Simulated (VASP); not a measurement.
Runs of VASP 6.6.1 on TiAl. The structure is that of space group Pm-3m (No. 221), or close to it. The cells are those of the table. 

```tsv
cell	k mesh	cutoff (eV)	smearing	mended	gap on the mesh (eV)	pressure (GPa)
a = 2.999, b = 2.999, c = 3.215 Å, 2 atoms	16 × 16 × 16	520	gaussian 0.15 eV	-	none	11.6
a = 3.070 Å, 2 atoms	24 × 24 × 24	500	methfessel-paxton 0.15 eV	yes	none	11.6
a = 3.314, b = 3.314, c = 3.091 Å, 2 atoms	16 × 16 × 16	520	gaussian 0.15 eV	-	none	(b)
a = 3.028, b = 3.028, c = 3.246 Å, 2 atoms	16 × 16 × 16	520	gaussian 0.15 eV	-	none	7.3
a = 3.164, b = 3.164, c = 3.392 Å, 2 atoms	16 × 16 × 16	520	gaussian 0.15 eV	-	none	-7.7
a = 3.172, b = 3.172, c = 2.958 Å, 2 atoms	16 × 16 × 16	520	gaussian 0.15 eV	-	none	7.4
a = 3.287, b = 3.287, c = 3.066 Å, 2 atoms	16 × 16 × 16	520	gaussian 0.15 eV	-	none	(a)
```

Alike in all rows: task single point; level PBEsol; potentials or basis VASP PAW PBE potentials, release 64 (Ti_sv, Al); no spin polarisation.

Question: Fill in the values left out.

Answer: (a) -5.3; (b) -7.6.

Caveats: the PAW data sets were made with another functional, which shifts forces and pressure a little; the cell stands under pressure (at least some runs); the cell stands under tension (at least some runs).

A gap of «none» marks levels without a gap at the run's occupations.
